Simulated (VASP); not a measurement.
Ge, 2 atoms in the cell. Symmetry: Imma, No. 74, orthorhombic system. Conventional cell: a = 3.980 Å, b = 4.020 Å, c = 5.658 Å, α = 90.00°, β = 90.00°, γ = 90.00°. Within 3.2 Å of Ge (site symmetry mm2) lie 4 Ge at 2.44 to 2.46 Å.  This cell differs from its parent crystal: xy shear strain of +1 %.

```yaml
Program: VASP 6.6.1
Task: single point
Functional: PBE
Potentials_or_basis: VASP PAW PBE potentials, release 64 (Ge_d)
Cutoff: 520 eV
k_mesh: 10 × 10 × 10
Occupations: fermi-dirac, width 0.05 eV
Spin: no spin polarisation
Dipole_correction: no
Further_INCAR_settings: ALGO = Normal; EDIFF = 1e-07; NBANDS = 21
```

Potentials or basis: VASP PAW PBE potentials, release 64 (Ge_d).

Command:

```bash
$ cat potpaw_PBE.64/Ge_d/POTCAR > POTCAR
$ mpirun -np 1 vasp_std > vasp.out
```

Hardware: 1 thread of Intel(R) Xeon(R) Platinum 8488C (Sapphire Rapids) (shared host).

Problem. Estimate the wall time of this run.

Solution. Wall time 87 s on 1 thread of Intel(R) Xeon(R) Platinum 8488C (Sapphire Rapids) (shared host), peak memory 0.25 GiB. Counts: scf iterations 13, k points 171.
